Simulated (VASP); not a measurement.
# SnSe2 (P-3m1) in VASP: single point with PBE

Aim: the single point of SnSe2 with PBE.

Everything below comes from runs of VASP 6.6.1. Logs are shortened: lines on timing, memory, paths and dates and some standing lists are left out, and cuts for length are marked.

### 1 The cell of the first run

It takes space group P-3m1 (No. 164, trigonal). The conventional cell has a = 3.978 Å, b = 3.978 Å, c = 6.476 Å, α = 90.00°, β = 90.00°, γ = 120.00°. Within 3.6 Å of Sn (site symmetry -3m) lie 6 Se at 2.76 Å. Se (site symmetry 3m) has 3 Sn at 2.76 Å within 3.6 Å.

### 2 Single point, PBE (strain +4.0%)

INCAR

```
  PREC = Accurate
  ENCUT = 500
  EDIFF = 1E-6
  ISMEAR = 0
  SIGMA = 0.01
  LREAL = False
  LASPH = True
  NELM = 120
  ALGO = Normal
  ISIF = 2
  LWAVE = False
  LCHARG = False
  GGA = PE
  NBANDS = 20
  GGA_COMPAT = False
```

KPOINTS

```
regular mesh
0
Gamma
  6 6 2
```

POSCAR

```
SnSe2
1.0
    3.9781553030      0.0000000000      0.0000000000
   -1.9890776515      3.4451835526      0.0000000000
    0.0000000000      0.0000000000      6.4761622269
Sn Se
1 2
Direct
    0.0000000000      0.0000000000      0.0000000000
    0.3333333333      0.6666666667      0.2367657858
    0.6666666667      0.3333333333      0.7632342142
```

Potentials or basis: VASP PAW PBE potentials, release 64 (Sn_d, Se).

Run with:

```bash
$ cat potpaw_PBE.64/Sn_d/POTCAR potpaw_PBE.64/Se/POTCAR > POTCAR
$ mpirun -np 1 vasp_std > vasp.out
```

OUTCAR:

```text
PREC = Accurate
   ENCUT = 500
   EDIFF = 1E-6
   ISMEAR = 0
   LREAL = False
   LASPH = True
   NELM = 120
   ISIF = 2
   GGA = PE

 ion  position               nearest neighbor table
   1  0.000  0.000  0.000-   2 2.76   3 2.76   3 2.76   2 2.76   3 2.76   2 2.76
   2  0.333  0.667  0.237-   1 2.76   1 2.76   1 2.76
   3  0.667  0.333  0.763-   1 2.76   1 2.76   1 2.76

  LATTYP: Found a hexagonal cell.
 ALAT       =     3.9781553030
 C/A-ratio  =     1.6279309714

  Lattice vectors:

 A1 = (   3.9781553030,   0.0000000000,   0.0000000000)
 A2 = (  -1.9890776515,   3.4451835526,   0.0000000000)
 A3 = (   0.0000000000,   0.0000000000,   6.4761622269)

Analysis of symmetry for initial positions (statically):
=====================================================================
 Subroutine PRICEL returns:
 Original cell was already a primitive cell.

 Routine SETGRP: Setting up the symmetry group for a
 hexagonal supercell.

 Subroutine GETGRP returns: Found 12 space group operations
 (whereof 12 operations were pure point group operations)
 out of a pool of 24 trial point group operations.

The static configuration has the point symmetry D_3d.

Analysis of symmetry for dynamics (positions and initial velocities):
=====================================================================
 Subroutine PRICEL returns:
 Original cell was already a primitive cell.

 Routine SETGRP: Setting up the symmetry group for a
 hexagonal supercell.

 Subroutine GETGRP returns: Found 12 space group operations
 (whereof 12 operations were pure point group operations)
 out of a pool of 24 trial point group operations.

The dynamic configuration has the point symmetry D_3d.

 Subroutine INISYM returns: Found 12 space group operations
 (whereof 12 operations are pure point group operations),
 and found     1 'primitive' translations

----------------------------------------------------------------------------------------

                                     Primitive cell

  volume of cell :      88.7589

  direct lattice vectors                    reciprocal lattice vectors
     3.978155303  0.000000000  0.000000000     0.251372791  0.145130148  0.000000000
    -1.989077651  3.445183553  0.000000000     0.000000000  0.290260297  0.000000000
     0.000000000  0.000000000  6.476162227     0.000000000  0.000000000  0.154412438

  length of vectors
     3.978155303  3.978155303  6.476162227     0.290260297  0.290260297  0.154412438

  position of ions in fractional coordinates (direct lattice)
     0.000000000  0.000000000  0.000000000
     0.333333333  0.666666667  0.236765786
     0.666666667  0.333333333  0.763234214

  ion indices of the primitive-cell ions
   primitive index   ion index
                 1           1
                 2           2
                 3           3

----------------------------------------------------------------------------------------

 KPOINTS: regular mesh

Automatic generation of k-mesh.
 Grid dimensions read from file:
 generate k-points for:    6    6    2

 Generating k-lattice:

  Cartesian coordinates                     Fractional coordinates (reciprocal lattice)
     0.041895465  0.024188358  0.000000000     0.166666667 -0.000000000  0.000000000
     0.000000000  0.048376716  0.000000000     0.000000000  0.166666667  0.000000000
     0.000000000  0.000000000  0.077206219     0.000000000  0.000000000  0.500000000

  Length of vectors
     0.048376716  0.048376716  0.077206219

  Shift w.r.t. Gamma in fractional coordinates (k-lattice)
     0.000000000  0.000000000  0.000000000

 Subroutine IBZKPT returns following result:
 ===========================================

 Found     14 irreducible k-points:

 Following reciprocal coordinates:
            Coordinates               Weight
  0.000000  0.000000  0.000000      1.000000
  0.166667 -0.000000  0.000000      6.000000
  0.333333  0.000000  0.000000      6.000000
  0.500000  0.000000  0.000000      3.000000
  0.166667  0.166667  0.000000      6.000000
  0.333333  0.166667  0.000000     12.000000
  0.333333  0.333333  0.000000      2.000000
  0.000000  0.000000  0.500000      1.000000
  0.166667 -0.000000  0.500000      6.000000
  0.333333  0.000000  0.500000      6.000000
  0.500000  0.000000  0.500000      3.000000
  0.166667  0.166667  0.500000      6.000000
  0.333333  0.166667  0.500000     12.000000
  0.333333  0.333333  0.500000      2.000000
   k-points           NKPTS =     14   k-points in BZ     NKDIM =     14   number of bands    NBANDS=     20
   number of dos      NEDOS =    301   number of ions     NIONS =      3
   total plane-waves  NPLWV =  43200
   dimension x,y,z NGX =    30 NGY =   30 NGZ =   48
   dimension x,y,z NGXF=    60 NGYF=   60 NGZF=   96
   ions per type =               1   2
   NGX,Y,Z   is equivalent  to a cutoff of  12.54, 12.54, 12.32 a.u.
   NGXF,Y,Z  is equivalent  to a cutoff of  25.07, 25.07, 24.64 a.u.
 SYSTEM =  unknown system
   PREC   = accura    normal or accurate (medium, high low for compatibility)
   ISTART =      0    job   : 0-new  1-cont  2-samecut
   ICHARG =      2    charge: 1-file 2-atom 10-const
   ISPIN  =      1    spin polarized calculation?
   LNONCOLLINEAR =      F non collinear calculations
   LSORBIT =      F    spin-orbit coupling
   LASPH  =      T    aspherical Exc in radial PAW
   ENCUT  =  500.0 eV  36.75 Ry    6.06 a.u.   7.25  7.25 11.81*2*pi/ulx,y,z
   NELM   =    120;   NELMIN=  2; NELMDL= -5     # of ELM steps
   EDIFF  = 0.1E-05   stopping-criterion for ELM
   LREAL  =      F    real-space projection
   EDIFFG = 0.1E-04   stopping-criterion for IOM
   NSW    =      0    number of steps for IOM
   IBRION =     -1    ionic relax: 0-MD 1-quasi-New 2-CG
   NFREE  =      0    steps in history (QN), initial steepest desc. (CG)
   ISIF   =      2    stress and relaxation
   ISYM   =      2    0-nonsym 1-usesym 2-fastsym
   POTIM  = 0.5000    time-step for ionic-motion
   TEBEG  =    0.0;   TEEND  =   0.0 temperature during run
   PSTRESS=    0.0 pullay stress
   NELECT =      26.0000    total number of electrons
   NUPDOWN=      -1.0000    fix difference up-down
   EMIN   =  10.00;   EMAX   =-10.00  energy-range for DOS
   EFERMI =   0.00;   METHOD = LEGACY
   ISMEAR =     0;   SIGMA  =   0.01  broadening in eV -4-tet -1-fermi 0-gaus
   EFERMI_NEDOS =   21; number of points for ismear=-14 and -15
   IALGO  =     38    algorithm
   IMIX   =      4    mixing-type and parameters
     AMIX     =   0.40;   BMIX     =  1.00
     AMIX_MAG =   1.60;   BMIX_MAG =  1.00
  volume/ion in A,a.u.               =      29.59       199.66
  Fermi-wavevector in a.u.,A,eV,Ry     =   1.087248  2.054601 16.083563  1.182109
  Thomas-Fermi vector in A             =   2.223403
   LORBIT       =      0    0 simple, 1 ext, 2 COOP (PROOUT), +10 PAW based schemes
   GGA     = PE    functional components
   LHFCALC =     F    Hartree Fock is set to
   AEXX    =    0.0000 exact exchange contribution
   IVDW    =     0    specifies the selected vdW correction
   LEPSILON=     F    determine dielectric tensor
   LRPA    =     F    only Hartree local field effects (RPA)
 non-spin polarized calculation
 Gauss-broadening in eV      SIGMA  =   0.01
  energy-cutoff  :      500.00
  volume of cell :       88.76
 maximum number of plane-waves:      2273
 NGX is ok and might be reduce to    30
   NGX = 15   NGY = 15   NGZ = 23

 number of electron      26.0000004 magnetization

 Free energy of the ion-electron system (eV)
  ---------------------------------------------------
  ext. energy  EPLUGINS =         0.00000000
  ---------------------------------------------------
  free energy    TOTEN  =       -11.82364448 eV

  energy without entropy =      -11.82364448  energy(sigma->0) =      -11.82364448

 E-fermi :   2.8109     XC(G=0):  -8.7650

 val. band max:        2.7662514596   @ k =   0.0000   0.0000   0.0000
 cond. band min:       3.4214605801   @ k =   0.0000   0.0000   0.0000
 fundamental gap:      0.6552091205
 Fermi energy:         2.8109089143

 k-point     1 :       0.0000    0.0000    0.0000
  band No.  band energies     occupation
      1     -18.3901      2.00000
      2     -18.3901      2.00000
      3     -18.3750      2.00000
      4     -18.3600      2.00000
      5     -18.3600      2.00000
      6     -10.5022      2.00000
[... 12 lines left out ...]
     19      11.4798      0.00000
     20      11.4798      0.00000

 k-point     2 :       0.1667   -0.0000    0.0000
  band No.  band energies     occupation
      1     -18.3994      2.00000
      2     -18.3862      2.00000
      3     -18.3706      2.00000
      4     -18.3617      2.00000
      5     -18.3569      2.00000
      6     -10.2741      2.00000
[... 12 lines left out ...]
     19      11.1115      0.00000
     20      11.5825      0.00000

 k-point     3 :       0.3333    0.0000    0.0000
  band No.  band energies     occupation
      1     -18.4194      2.00000
      2     -18.3828      2.00000
      3     -18.3709      2.00000
      4     -18.3551      2.00000
      5     -18.3461      2.00000
      6      -9.6788      2.00000
[... 12 lines left out ...]
     19      11.3181      0.00000
     20      11.9358      0.00000

 k-point     4 :       0.5000    0.0000    0.0000
  band No.  band energies     occupation
      1     -18.4295      2.00000
      2     -18.3827      2.00000
      3     -18.3731      2.00000
      4     -18.3495      2.00000
      5     -18.3392      2.00000
      6      -9.1841      2.00000
[... 199 lines left out ...]
 k-point    13 :       0.3333    0.1667    0.5000
  band No.  band energies     occupation
      1     -18.4203      2.00000
      2     -18.3898      2.00000
      3     -18.3669      2.00000
      4     -18.3537      2.00000
      5     -18.3434      2.00000
      6      -9.1862      2.00000
[... 12 lines left out ...]
     19      11.2003      0.00000
     20      12.0757      0.00000

 k-point    14 :       0.3333    0.3333    0.5000
  band No.  band energies     occupation
      1     -18.4065      2.00000
      2     -18.4065      2.00000
      3     -18.3543      2.00000
      4     -18.3535      2.00000
      5     -18.3535      2.00000
      6      -8.8327      2.00000
[... 12 lines left out ...]
     19      11.4486      0.00000
     20      11.5009      0.00000

------------------------ aborting loop because EDIFF is reached ----------------------------------------

  FORCE on cell =-STRESS in cart. coord.  units (eV):
  Direction    XX          YY          ZZ          XY          YZ          ZX
  --------------------------------------------------------------------------------------
  -------------------------------------------------------------------------------------
  Total       -1.0207973     -1.0207973      0.6922976      0.0000000      0.0000000      0.0000000
  in kB      -18.4263052    -18.4263052     12.4965919      0.0000000      0.0000000      0.0000000
  external PRESSURE =      -8.1186728 kB  Pullay stress =       0.0000000 kB

 VOLUME and BASIS-vectors are now :
 -----------------------------------------------------------------------------
  energy-cutoff  :      500.00
  volume of cell :       88.76
      direct lattice vectors                 reciprocal lattice vectors
     3.978155303  0.000000000  0.000000000     0.251372791  0.145130148  0.000000000
    -1.989077651  3.445183553  0.000000000     0.000000000  0.290260297  0.000000000
     0.000000000  0.000000000  6.476162227     0.000000000  0.000000000  0.154412438

 POSITION                                       TOTAL-FORCE (eV/Angst)
 -----------------------------------------------------------------------------------
      0.00000      0.00000      0.00000        -0.000000      0.000000      0.000000
     -0.00000      2.29679      1.53333         0.000000      0.000000      0.227031
      1.98908      1.14839      4.94283        -0.000000      0.000000     -0.227031
 -----------------------------------------------------------------------------------
    total drift:                                0.000000     -0.000000     -0.000000

  FREE ENERGIE OF THE ION-ELECTRON SYSTEM (eV)
  ---------------------------------------------------
  free  energy   TOTEN  =       -11.8236444819 eV

  energy  without entropy=      -11.8236444819  energy(sigma->0) =      -11.82364448
```

It took 17 s on 1 thread of Intel Xeon 8259CL, shared host; peak memory 0.2 GiB.

What came out:

```yaml
Free_energy: -11.8236 eV
Pressure: -0.8 GPa
Largest_force: 0.227 eV/Å
Band_gap_on_the_k_mesh: 0.66 eV
```

Forces on the atoms (eV/Å):
```
Sn   0.000  0.000  0.000
Se   0.000  0.000  0.227
Se   0.000  0.000 -0.227
```

Stress tensor (GPa, compression positive):
```
-1.84  0.00  0.00
 0.00 -1.84  0.00
 0.00  0.00  1.25
```

Caveat: the k points lie up to 0.49 Å⁻¹ apart; the cell differs from its parent crystal (strain +4.0%); semilocal functionals underestimate gaps, and a narrow one can read as zero; spin-orbit coupling is left out, which moves the levels of the heavy elements; this functional lacks dispersion, which binds layers or chains, so the pressure and a relaxed spacing across them are unreliable. A k mesh can miss the band edges.
